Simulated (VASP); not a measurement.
# BaS (I4/mmm) in VASP: notebook

BaS is run at these levels: r2SCAN; tasks: single point.

All numbers are computed with VASP 6.6.1; they aren't measurements. Logs are shortened: lines on timing, memory, paths and dates and some standing lists are left out, and cuts for length are marked.

## Step 1: The cell of the first run

The structure is tetragonal, space group I4/mmm (No. 139). Conventional cell: a = 4.566 Å, b = 4.566 Å, c = 6.406 Å, α = 90.00°, β = 90.00°, γ = 90.00°. Within 4.2 Å of Ba (site symmetry 4/mmm) lie 6 S at 3.20 to 3.23 Å. S (site symmetry 4/mmm) has 6 Ba at 3.20 to 3.23 Å within 4.2 Å.

## Step 2: Single point, r2SCAN (in-plane strain +0.005)

POSCAR reads:

```
BaS
1.0
    3.2287599366      3.2287599366      0.0000000000
   -3.2287599366      3.2287599366      0.0000000000
    0.0000000000      3.2287599366      3.2030583649
Ba S
1 1
Direct
    0.0000000000      0.0000000000      0.0000000000
    0.5000000000      0.5000000000      0.0000000000
```

INCAR.step1 reads:

```
ALGO = Normal
EDIFF = 1E-4
ENCUT = 520
GGA = PE
ISMEAR = 0
LASPH = T
LCHARG = F
LREAL = F
LWAVE = T
NBANDS = 15
NELM = 60
PREC = Accurate
SIGMA = 0.01
```

INCAR.step2 reads:

```
ALGO = Normal
EDIFF = 1E-6
ENCUT = 520
ISIF = 2
ISMEAR = 0
ISTART = 1
LASPH = T
LCHARG = T
LELF = T
LMIXTAU = T
LREAL = F
LVHAR = T
LWAVE = F
METAGGA = R2SCAN
NBANDS = 15
NELM = 60
PREC = Accurate
SIGMA = 0.01
```

KPOINTS reads:

```
k-points
0
Gamma
  6 6 6
```

Potentials or basis: VASP PAW PBE potentials, release 64 (Ba_sv, S).

Started as:

```sh
cat potpaw_PBE.64/Ba_sv/POTCAR potpaw_PBE.64/S/POTCAR > POTCAR
cp INCAR.step1 INCAR
mpirun -np 1 vasp_std > vasp.out
cp INCAR.step2 INCAR
mpirun -np 1 vasp_std > vasp.out
```

OUTCAR:

```text
EDIFF = 1E-6
   ENCUT = 520
   ISIF = 2
   ISMEAR = 0
   ISTART = 1
   LASPH = T
   LREAL = F
   METAGGA = R2SCAN
   NELM = 60
   PREC = Accurate

 ion  position               nearest neighbor table
   1  0.000  0.000  0.000-   2 3.20   2 3.20   2 3.23   2 3.23   2 3.23   2 3.23
   2  0.500  0.500  0.000-   1 3.20   1 3.20   1 3.23   1 3.23   1 3.23   1 3.23

  LATTYP: Found a body centered tetragonal cell.
 ALAT       =     4.5661560920
 C/A-ratio  =     1.4029561410

  Lattice vectors:

 A1 = (   3.2287599366,   0.0000000000,  -3.2030583649)
 A2 = (  -3.2287599366,   0.0000000000,  -3.2030583649)
 A3 = (   0.0000000000,   3.2287599366,   3.2030583649)

Analysis of symmetry for initial positions (statically):
=====================================================================
 Subroutine PRICEL returns:
 Original cell was already a primitive cell.

 Routine SETGRP: Setting up the symmetry group for a
 body centered tetragonal supercell.

 Subroutine GETGRP returns: Found 16 space group operations
 (whereof 16 operations were pure point group operations)
 out of a pool of 16 trial point group operations.

The static configuration has the point symmetry D_4h.

Analysis of symmetry for dynamics (positions and initial velocities):
=====================================================================
 Subroutine PRICEL returns:
 Original cell was already a primitive cell.

 Routine SETGRP: Setting up the symmetry group for a
 body centered tetragonal supercell.

 Subroutine GETGRP returns: Found 16 space group operations
 (whereof 16 operations were pure point group operations)
 out of a pool of 16 trial point group operations.

The dynamic configuration has the point symmetry D_4h.

 Subroutine INISYM returns: Found 16 space group operations
 (whereof 16 operations are pure point group operations),
 and found     1 'primitive' translations

----------------------------------------------------------------------------------------

                                     Primitive cell

  volume of cell :      66.7831

  direct lattice vectors                    reciprocal lattice vectors
     3.228759937  3.228759937  0.000000000     0.154858215  0.154858215 -0.156100808
    -3.228759937  3.228759937  0.000000000    -0.154858215  0.154858215 -0.156100808
     0.000000000  3.228759937  3.203058365     0.000000000  0.000000000  0.312201617

  length of vectors
     4.566156092  4.566156092  4.548018647     0.268941622  0.268941622  0.312201617

  position of ions in fractional coordinates (direct lattice)
     0.000000000  0.000000000  0.000000000
     0.500000000  0.500000000  0.000000000

[... 84 lines left out ...]
   POTIM  = 0.5000    time-step for ionic-motion
   TEBEG  =    0.0;   TEEND  =   0.0 temperature during run
   PSTRESS=    0.0 pullay stress
   NELECT =      16.0000    total number of electrons
   NUPDOWN=      -1.0000    fix difference up-down
   EMIN   =  10.00;   EMAX   =-10.00  energy-range for DOS
   EFERMI =   0.00;   METHOD = LEGACY
   ISMEAR =     0;   SIGMA  =   0.01  broadening in eV -4-tet -1-fermi 0-gaus
   EFERMI_NEDOS =   21; number of points for ismear=-14 and -15
   IALGO  =     38    algorithm
   IMIX   =      4    mixing-type and parameters
     AMIX     =   0.40;   BMIX     =  1.00
     AMIX_MAG =   1.60;   BMIX_MAG =  1.00
  volume/ion in A,a.u.               =      33.39       225.34
  Fermi-wavevector in a.u.,A,eV,Ry     =   1.016778  1.921431 14.066207  1.033837
  Thomas-Fermi vector in A             =   2.150141
   LORBIT       =      0    0 simple, 1 ext, 2 COOP (PROOUT), +10 PAW based schemes
   METAGGA = R2SCAN    functional components
   LHFCALC =     F    Hartree Fock is set to
   AEXX    =    0.0000 exact exchange contribution
   IVDW    =     0    specifies the selected vdW correction
   LEPSILON=     F    determine dielectric tensor
   LRPA    =     F    only Hartree local field effects (RPA)
 non-spin polarized calculation
 Gauss-broadening in eV      SIGMA  =   0.01
  energy-cutoff  :      520.00
  volume of cell :       66.78
 maximum number of plane-waves:      1817
 NGX is ok and might be reduce to    36
   NGX = 17   NGY = 17   NGZ = 17

 number of electron      16.0000002 magnetization

 Free energy of the ion-electron system (eV)
  ---------------------------------------------------
  ext. energy  EPLUGINS =         0.00000000
  ---------------------------------------------------
  free energy    TOTEN  =       -39.20589803 eV

  energy without entropy =      -39.20589803  energy(sigma->0) =      -39.20589803

 E-fermi :   1.2379     XC(G=0):  -8.9706

 val. band max:        1.1101101298   @ k =   0.0000   0.0000   0.0000
 cond. band min:       3.5910542762   @ k =   0.0000   0.0000   0.5000
 fundamental gap:      2.4809441464
 Fermi energy:         1.2379097522

 k-point     1 :       0.0000    0.0000    0.0000
  band No.  band energies     occupation
      1     -25.7995      2.00000
      2     -10.4358      2.00000
      3     -10.4358      2.00000
      4     -10.4347      2.00000
      5      -9.6667      2.00000
      6       1.0846      2.00000
      7       1.0846      2.00000
      8       1.1101      2.00000
      9       5.1831      0.00000
     10       5.3775      0.00000
     11       5.3775      0.00000
     12       5.4318      0.00000
     13       6.3847      0.00000
     14       6.4356      0.00000
[... 401 lines left out ...]
      2     -11.1950      2.00000
      3     -10.6818      2.00000
      4     -10.5919      2.00000
      5      -8.8985      2.00000
      6      -0.1370      2.00000
      7       0.4103      2.00000
      8       0.4716      2.00000
      9       5.9378      0.00000
     10       6.0419      0.00000
     11       8.2408      0.00000
     12       8.5431      0.00000
     13       9.0330      0.00000
     14      10.9038      0.00000
     15      11.1319      0.00000

 [... further k-points ...]
[... 5 lines left out ...]
  --------------------------------------------------------------------------------------
  -------------------------------------------------------------------------------------
  Total        0.0030651      0.0030651      0.2899417      0.0000000      0.0000000     -0.0000000
  in kB        0.0735350      0.0735350      6.9559261      0.0000000      0.0000000     -0.0000000
  external PRESSURE =       2.3676654 kB  Pullay stress =       0.0000000 kB

 VOLUME and BASIS-vectors are now :
 -----------------------------------------------------------------------------
  energy-cutoff  :      520.00
  volume of cell :       66.78
      direct lattice vectors                 reciprocal lattice vectors
     3.228759937  3.228759937  0.000000000     0.154858215  0.154858215 -0.156100808
    -3.228759937  3.228759937  0.000000000    -0.154858215  0.154858215 -0.156100808
     0.000000000  3.228759937  3.203058365     0.000000000  0.000000000  0.312201617

 POSITION                                       TOTAL-FORCE (eV/Angst)
 -----------------------------------------------------------------------------------
      0.00000      0.00000      0.00000        -0.000000     -0.000000      0.000000
      0.00000      3.22876      0.00000         0.000000      0.000000      0.000000
 -----------------------------------------------------------------------------------
    total drift:                               -0.000000      0.000000     -0.000000

  FREE ENERGIE OF THE ION-ELECTRON SYSTEM (eV)
  ---------------------------------------------------
  free  energy   TOTEN  =       -39.2058980289 eV

  energy  without entropy=      -39.2058980289  energy(sigma->0) =      -39.20589803
```

OUTCAR.step1:

```text
EDIFF = 1E-4
   ENCUT = 520
   GGA = PE
   ISMEAR = 0
   LASPH = T
[... 654 lines left out ...]
 -----------------------------------------------------------------------------------
      0.00000      0.00000      0.00000         0.000000      0.000000      0.000000
      0.00000      3.22876      0.00000        -0.000000     -0.000000      0.000000
 -----------------------------------------------------------------------------------
    total drift:                               -0.000000      0.000000     -0.000000

  FREE ENERGIE OF THE ION-ELECTRON SYSTEM (eV)
  ---------------------------------------------------
  free  energy   TOTEN  =       -10.1928447926 eV

  energy  without entropy=      -10.1928447926  energy(sigma->0) =      -10.19284479
```

OSZICAR.step1:

```text
N       E                     dE             d eps       ncg     rms          rms(c)
DAV:   1     0.852090411954E+02    0.85209E+02   -0.67532E+03   900   0.919E+02
DAV:   2    -0.564197062846E+01   -0.90851E+02   -0.82142E+02  1232   0.167E+02
DAV:   3    -0.105948836985E+02   -0.49529E+01   -0.49206E+01  1235   0.418E+01
DAV:   4    -0.106810823571E+02   -0.86199E-01   -0.86181E-01  1137   0.570E+00
DAV:   5    -0.106831290375E+02   -0.20467E-02   -0.20466E-02  1258   0.730E-01    0.467E+00
DAV:   6    -0.101741448469E+02    0.50898E+00   -0.69603E-01  1047   0.499E+00    0.318E+00
DAV:   7    -0.101770786736E+02   -0.29338E-02   -0.18967E-01  1181   0.242E+00    0.210E+00
DAV:   8    -0.101910571531E+02   -0.13978E-01   -0.24454E-02  1005   0.112E+00    0.197E-01
DAV:   9    -0.101918577703E+02   -0.80062E-03   -0.34044E-03  1173   0.428E-01    0.166E-01
DAV:  10    -0.101927359151E+02   -0.87814E-03   -0.10004E-03   949   0.208E-01    0.438E-02
DAV:  11    -0.101928413665E+02   -0.10545E-03   -0.13697E-04  1102   0.702E-02    0.144E-02
DAV:  12    -0.101928447926E+02   -0.34261E-05   -0.68769E-06   576   0.180E-02
   1 F= -.10192845E+02 E0= -.10192845E+02  d E =-.109059E-85
```

Wall time 1.8 min (1 thread of AMD EPYC 9R45 (Zen 5), shared host); peak memory 0.2 GiB.

What came out:

```yaml
Free_energy: -39.2059 eV
Pressure: 0.2 GPa
Band_gap_on_the_k_mesh: 2.48 eV (least direct gap 2.63 eV)
```

Stress tensor (GPa, compression positive):
```
0.01 0.00 0.00
0.00 0.01 0.00
0.00 0.00 0.70
```

Levels at points of the mesh, in eV from the valence-band top:
```tsv
k point	band 5	band 6	band 7	band 8	band 9	band 10	band 11	band 12
(0.00, 0.00, 0.00)	-10.78	-0.03	-0.03	0.00	4.07	4.27	4.27	4.32
(0.50, 0.00, 0.00)	-9.55	-1.88	-1.06	-1.05	5.93	6.04	6.73	6.75
(0.50, 0.50, 0.00)	-10.69	-0.58	-0.17	-0.14	2.49	6.42	6.57	7.86
(0.00, 0.00, 0.50)	-10.69	-0.54	-0.18	-0.18	2.48	6.45	6.55	7.89
```

Caveat: the cell differs from its parent crystal (in-plane strain +0.005); the PAW data sets were made with another functional, which shifts forces and pressure a little; spin-orbit coupling is left out, which moves the levels of the heavy elements.

## Step 3: Single point, r2SCAN (in-plane strain +0.01, then relaxed in part)

POSCAR reads:

```
BaS
1.0
    3.2448234188      3.2448234188      0.0000000000
   -3.2448234188      3.2448234188      0.0000000000
    0.0000000000      3.2448234188      3.2010275008
Ba S
1 1
Direct
    0.0000000000      0.0000000000      0.0000000000
    0.5000000000      0.5000000000      0.0000000000
```

INCAR.step1 reads:

```
ALGO = Normal
EDIFF = 1E-4
ENCUT = 520
GGA = PE
ISMEAR = 0
LASPH = True
LCHARG = False
LREAL = False
LWAVE = True
NBANDS = 15
NELM = 100
PREC = Accurate
SIGMA = 0.01
```

INCAR.step2 reads:

```
ALGO = Normal
EDIFF = 1E-7
ENCUT = 520
ISIF = 2
ISMEAR = 0
ISTART = 1
LASPH = True
LCHARG = False
LMIXTAU = True
LREAL = False
LWAVE = False
METAGGA = R2SCAN
NBANDS = 15
NELM = 100
PREC = Accurate
SIGMA = 0.01
```

KPOINTS is that of step 2.

Potentials or basis: VASP PAW PBE potentials, release 64 (Ba_sv, S).

Started as:

```sh
cat potpaw_PBE.64/Ba_sv/POTCAR potpaw_PBE.64/S/POTCAR > POTCAR
cp INCAR.step1 INCAR
mpirun -np 1 vasp_std > vasp.out
cp INCAR.step2 INCAR
mpirun -np 1 vasp_std > vasp.out
```

OUTCAR:

```text
EDIFF = 1E-7
   ENCUT = 520
   ISIF = 2
   ISMEAR = 0
   ISTART = 1
   LASPH = True
   LREAL = False
   METAGGA = R2SCAN
   NELM = 100
   PREC = Accurate

 ion  position               nearest neighbor table
   1  0.000  0.000  0.000-   2 3.20   2 3.20   2 3.24   2 3.24   2 3.24   2 3.24
   2  0.500  0.500  0.000-   1 3.20   1 3.20   1 3.24   1 3.24   1 3.24   1 3.24

  LATTYP: Found a body centered tetragonal cell.
 ALAT       =     4.5888732864
 C/A-ratio  =     1.3951256882

  Lattice vectors:

 A1 = (   3.2448234188,   0.0000000000,  -3.2010275008)
 A2 = (  -3.2448234188,   0.0000000000,  -3.2010275008)
 A3 = (   0.0000000000,   3.2448234188,   3.2010275008)

Analysis of symmetry for initial positions (statically):
=====================================================================
 Subroutine PRICEL returns:
 Original cell was already a primitive cell.

 Routine SETGRP: Setting up the symmetry group for a
 body centered tetragonal supercell.

 Subroutine GETGRP returns: Found 16 space group operations
 (whereof 16 operations were pure point group operations)
 out of a pool of 16 trial point group operations.

The static configuration has the point symmetry D_4h.

[... 168 lines left out ...]
 k-point     1 :       0.0000    0.0000    0.0000
  band No.  band energies     occupation
      1     -25.8768      2.00000
      2     -10.5145      2.00000
      3     -10.5145      2.00000
      4     -10.5123      2.00000
      5      -9.6995      2.00000
      6       1.0327      2.00000
      7       1.0327      2.00000
      8       1.0750      2.00000
      9       5.0837      0.00000
     10       5.3166      0.00000
     11       5.3166      0.00000
     12       5.4079      0.00000
     13       6.3103      0.00000
     14       6.4002      0.00000
[... 401 lines left out ...]
      2     -11.2394      2.00000
      3     -10.7521      2.00000
      4     -10.6637      2.00000
      5      -8.9661      2.00000
      6      -0.1660      2.00000
      7       0.3678      2.00000
      8       0.4337      2.00000
      9       5.8679      0.00000
     10       5.9713      0.00000
     11       8.1523      0.00000
     12       8.4615      0.00000
     13       8.9505      0.00000
     14      10.8030      0.00000
     15      10.9709      0.00000

 [... further k-points ...]
[... 5 lines left out ...]
  --------------------------------------------------------------------------------------
  -------------------------------------------------------------------------------------
  Total       -0.2259011     -0.2259011      0.2485279      0.0000000      0.0000000      0.0000000
  in kB       -5.3694197     -5.3694197      5.9072331      0.0000000      0.0000000      0.0000000
  external PRESSURE =      -1.6105354 kB  Pullay stress =       0.0000000 kB

 VOLUME and BASIS-vectors are now :
 -----------------------------------------------------------------------------
  energy-cutoff  :      520.00
  volume of cell :       67.41
      direct lattice vectors                 reciprocal lattice vectors
     3.244823419  3.244823419  0.000000000     0.154091590  0.154091590 -0.156199845
    -3.244823419  3.244823419  0.000000000    -0.154091590  0.154091590 -0.156199845
     0.000000000  3.244823419  3.201027501     0.000000000  0.000000000  0.312399690

 POSITION                                       TOTAL-FORCE (eV/Angst)
 -----------------------------------------------------------------------------------
      0.00000      0.00000      0.00000        -0.000000      0.000000      0.000000
      0.00000      3.24482      0.00000         0.000000     -0.000000      0.000000
 -----------------------------------------------------------------------------------
    total drift:                               -0.000000      0.000000     -0.000000

  FREE ENERGIE OF THE ION-ELECTRON SYSTEM (eV)
  ---------------------------------------------------
  free  energy   TOTEN  =       -39.2046788783 eV

  energy  without entropy=      -39.2046788783  energy(sigma->0) =      -39.20467888
```

It took 1.9 min on 1 thread of AMD EPYC 9R45 (Zen 5), shared host; peak memory 0.2 GiB.

Results:

| Property | Result |
| --- | --- |
| Free energy | -39.2047 eV |
| Pressure | -0.2 GPa |
| Band gap on the k mesh | 2.48 eV (least direct gap 2.64 eV) |

Levels at points of the mesh, in eV from the valence-band top:
```tsv
k point	band 5	band 6	band 7	band 8	band 9	band 10	band 11	band 12
(0.00, 0.00, 0.00)	-10.77	-0.04	-0.04	0.00	4.01	4.24	4.24	4.33
(0.50, 0.00, 0.00)	-9.59	-1.87	-1.05	-1.04	5.89	6.00	6.68	6.71
(0.50, 0.50, 0.00)	-10.68	-0.61	-0.19	-0.15	2.49	6.35	6.53	7.78
(0.00, 0.00, 0.50)	-10.68	-0.54	-0.20	-0.20	2.48	6.42	6.49	7.82
```

Caveat: the cell differs from its parent crystal (in-plane strain +0.01, then relaxed in part); the PAW data sets were made with another functional, which shifts forces and pressure a little; spin-orbit coupling is left out, which moves the levels of the heavy elements. A k mesh can miss the band edges.

(Continued in part 2 of 2.)
